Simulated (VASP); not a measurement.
Pt: single point with PBEsol

Pt:

```
Pt
1.0
     0.00000    1.74719    1.74719
     1.74719    0.00000    1.74719
     1.74719    1.74719    0.00000
Pt
1
Cartesian
  0.0000 0.0000 0.0000
```

```
Program             : VASP 6.6.1
Task                : single point
Functional          : PBEsol
Potentials or basis : VASP PAW PBE potentials, release 64 (Pt)
Cutoff              : 520 eV
k mesh              : 20 × 20 × 20
Occupations         : fermi-dirac, width 0.1 eV
Spin                : no spin polarisation
```

| Quantity | Value |
| --- | --- |
| Pressure | 243.3 GPa |
| Band gap on the k mesh | zero (bands 5 and 6 overlap by 4.12 eV) |

Levels at points of the mesh, in eV from the Fermi level:
```tsv
k point	band 1	band 2	band 3	band 4	band 5	band 6	band 7	band 8	band 9	band 10
(0.00, 0.00, 0.00)	-14.84	-6.65	-6.65	-6.65	-2.85	-2.85	12.69	19.79	19.79	19.79
(0.50, 0.00, 0.00)	-11.95	-6.83	-6.83	-1.99	0.13	0.13	9.17	12.43	20.82	20.82
(0.50, 0.50, 0.00)	-12.09	-11.40	0.11	0.98	0.98	1.20	12.29	12.29	13.52	24.60
```

It took 50 s on 1 thread of Intel Xeon 8259CL (shared host), peak memory 0.15 GiB.

Caveat: the cell stands under pressure; the PAW data sets were made with another functional, which shifts forces and pressure a little; spin-orbit coupling is left out, which moves the levels of the heavy elements.
